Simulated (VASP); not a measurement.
ZrB2: single point with PBE

The system is ZrB2.

```
Zr B
1.0
     1.44284    0.83303    4.35776
    -1.44284    0.83303    4.35776
     0.00000   -1.66605    4.35776
Zr B
1 2
Cartesian
  0.0000 0.0000 0.0000
  0.0000 0.0000 9.8050
  0.0000 0.0000 3.2683
```

```yaml
Program: VASP 6.6.1
Task: single point
Functional: PBE
Potentials_or_basis: VASP PAW PBE potentials, release 64 (Zr_sv, B)
Cutoff: 520 eV
k_mesh: 9 × 9 × 9
Occupations: gaussian, width 0.1 eV
Spin: no spin polarisation
Dipole_correction: no
Further_INCAR_settings: ALGO = Normal; EDIFF = 1e-06; NBANDS = 16
```

```json
{
  "Pressure": "102.6 GPa",
  "Largest force": "7.247 eV/Å",
  "Band gap on the k mesh": "zero (bands 9 and 10 overlap by 0.35 eV)"
}
```

Forces in eV/Å, atoms in the order of the input:
```
Zr   0.000  0.000  0.000
B    0.000  0.000  7.247
B    0.000  0.000 -7.247
```

Stress tensor (GPa, compression positive):
```
126.93   0.00   0.00
  0.00 126.93   0.00
  0.00   0.00  53.85
```

Levels at points of the mesh, in eV from the Fermi level:
| k point | band 6 | band 7 | band 8 | band 9 | band 10 | band 11 | band 12 | band 13 |
| --- | --- | --- | --- | --- | --- | --- | --- | --- |
| (0.00, 0.00, 0.00) | -5.26 | -1.91 | -1.91 | -1.72 | 4.23 | 4.23 | 5.03 | 5.24 |

Wall time 31 s on 1 thread of Intel(R) Xeon(R) 6975P-C (Granite Rapids), with other jobs on the host, peak memory 0.21 GiB.

Caveat: the stress differs along the axes, from 54 to 127 GPa; forces of over 1 eV/Å act on the atoms, so gaps and moduli don't describe the material at rest.
